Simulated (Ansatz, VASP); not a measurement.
**Cs2AgBiBr6: VASP beside Ansatz**

File POSCAR:

```
Cs2AgBiBr6
1.0
    0.0000000000      5.6704081900      5.6704081900
    5.6704081900      0.0000000000      5.6704081900
    5.6704081900      5.6704081900      0.0000000000
Cs Ag Bi Br
2 1 1 6
Direct
    0.2500000000      0.2500000000      0.2500000000
    0.7500000000      0.7500000000      0.7500000000
    0.5000000000      0.5000000000      0.5000000000
    0.0000000000      0.0000000000      0.0000000000
    0.2519010200      0.7480989800      0.2519010200
    0.2519010200      0.7480989800      0.7480989800
    0.7480989800      0.2519010200      0.7480989800
    0.7480989800      0.2519010200      0.2519010200
    0.2519010200      0.2519010200      0.7480989800
    0.7480989800      0.7480989800      0.2519010200
```

File INCAR.step1:

```
PREC = Accurate
ENCUT = 550
ISMEAR = -1
SIGMA = 0.02
LREAL = False
LASPH = True
NELM = 200
MAGMOM = 0 0 0 0 0 0 0 0 0 0 0 0 0 0 0 0 0 0 0 0 0 0 0 0 0 0 0 0 0 0
LSORBIT = True
GGA_COMPAT = False
LMAXMIX = 4
NBANDS = 106
GGA = PE
ALGO = Normal
EDIFF = 1E-5
LWAVE = True
LCHARG = False
KPAR = 4
```

Contents of INCAR.step2:

```
PREC = Accurate
ENCUT = 550
EDIFF = 1E-6
ISMEAR = -1
SIGMA = 0.02
LREAL = False
LASPH = True
NELM = 200
ALGO = Normal
ISIF = 2
LWAVE = False
LCHARG = True
MAGMOM = 0 0 0 0 0 0 0 0 0 0 0 0 0 0 0 0 0 0 0 0 0 0 0 0 0 0 0 0 0 0
LORBIT = 11
LSORBIT = True
GGA_COMPAT = False
LORBMOM = True
LMAXMIX = 4
METAGGA = R2SCAN
LMIXTAU = True
LVHAR = True
NBANDS = 106
ISTART = 1
KPAR = 4
```

The input KPOINTS:

```
regular mesh
0
Gamma
  4 4 4
```

Input for Ansatz:

```yaml
crystal:
  lattice:
    - [0.0, 5.67040819, 5.67040819]
    - [5.67040819, 0.0, 5.67040819]
    - [5.67040819, 5.67040819, 0.0]
  atoms:
    - { symbol: Cs, position: [0.25, 0.25, 0.25] }
    - { symbol: Cs, position: [0.75, 0.75, 0.75] }
    - { symbol: Ag, position: [0.5, 0.5, 0.5] }
    - { symbol: Bi, position: [0.0, 0.0, 0.0] }
    - { symbol: Br, position: [0.25190102, 0.74809898, 0.25190102] }
    - { symbol: Br, position: [0.25190102, 0.74809898, 0.74809898] }
    - { symbol: Br, position: [0.74809898, 0.25190102, 0.74809898] }
    - { symbol: Br, position: [0.74809898, 0.25190102, 0.25190102] }
    - { symbol: Br, position: [0.25190102, 0.25190102, 0.74809898] }
    - { symbol: Br, position: [0.74809898, 0.74809898, 0.25190102] }
  symmetry: { tolerance: 0.0003 }
hamiltonian:
  xc: r2scan
  pseudopotentials: { kind: paw_fr, azcp: { folder: soft_1 } }
basis:
  ecutwfc: 500
magnetization:
  noncollinear: true
  spin_orbit: true
scf:
  occupations: { method: fermi_dirac, width: 0.02 }
kpoints:
  mp_grid: { grid: [4, 4, 4], shift: [0, 0, 0] }
  band_path:
    path:
      - [0.0, 0.0, 0.0]
      - [0.5, 0.0, 0.5]
      - [0.625, 0.25, 0.625]
      - [0.375, 0.375, 0.75]
      - [0.0, 0.0, 0.0]
      - [0.5, 0.5, 0.5]
      - [0.5, 0.25, 0.75]
      - [0.5, 0.0, 0.5]
    npoints: 10
output:
  forces: true
  stress: true
  eigenvalues: true
  bader: true
  populations: true
  elf: true
  write_potential: true
  write_density: true
  volumetric_format: npy
  dos:
    e_range: [-12, 8]
    de: 0.05
    projected: { site_lists: { Ag: [Ag], Bi: [Bi], Br: [Br], Cs: [Cs] } }
    method: { smearing: { sigma: 0.1, scheme: gaussian } }
```

Alike in both runs: task single point; functional r2SCAN; k mesh 4 × 4 × 4; occupations fermi-dirac, width 0.02 eV; non-collinear spin, spin-orbit coupling.

|  | VASP | Ansatz |
| --- | --- | --- |
| version | VASP 6.6.1 | Ansatz 0.2.0 |
| potentials or method | VASP PAW PBE potentials, release 64 (Cs_sv, Ag, Bi_d, Br), cutoff 550 eV | PAW plane waves |
| valence electrons in the cell | 86 | 94 |

VASP gave:

| Quantity | Value |
| --- | --- |
| pressure (GPa) | 0.1 |
| rms of the force components (eV/Å) | 0.028 |
| net moment per atom (μB) | 0.00 |

Task: Which values does Ansatz return?

Result: Pressure (GPa): 0.1; rms of the force components (eV/Å): 0.033; net moment per atom (μB): 0.00.

VASP's potentials were made for PBE, not for r2SCAN. Atom by atom the forces differ by 0.005 eV/Å (rms over components). VASP's potentials hold 86 valence electrons a cell and Ansatz's 94, so a difference there can come from the potentials and not from the codes.
